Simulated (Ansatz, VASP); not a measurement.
One calculation of CsPbCl3, two programs

```xyz
5
Lattice="5.5674 0.0000 0.0000 0.0000 5.5674 0.0000 0.0000 0.0000 5.5674" Properties=species:S:1:pos:R:3 pbc="T T T"
Pb    2.7837    2.7837    2.7837
Cs    0.0000    0.0000    0.0000
Cl    2.7837    0.0000    2.7837
Cl    0.0000    2.7837    2.7837
Cl    2.7837    2.7837    0.0000
```

Alike in both runs: task single point; functional b88 exchange, pbe correlation; k mesh 5 × 5 × 5; occupations fermi-dirac, width 0.05 eV; no spin polarisation.

|  | VASP | Ansatz |
| --- | --- | --- |
| version | VASP 6.6.1 | Ansatz 0.2.0 |
| potentials or method | VASP PAW PBE potentials, release 64 (Pb_d, Cs_sv, Cl) | Ansatz PAW |
| plane-wave cutoff (eV) | 500 | 420 |
| valence electrons in the cell | 44 | 44 |

VASP gave:

| Property | Result |
| --- | --- |
| gap on the k mesh at the Fermi level (eV) | 2.93 |
| least direct gap on the mesh (eV) | 2.93 |
| pressure (GPa) | 2.5 |

Task: What did Ansatz give for the same quantities?

Result: gap on the k mesh at the Fermi level (eV): 2.92; least direct gap on the mesh (eV): 2.92; pressure (GPa): 2.6.

VASP's potentials were made for PBE, not for b88 exchange, pbe correlation. The functional is the same, so the differences come from potentials, cutoffs and numerics.

Neither program's run includes spin-orbit coupling. Noted on Ansatz's run: odd divisions of the mesh miss points on the zone boundary, where band edges often lie, so the gap on the mesh can be too wide.
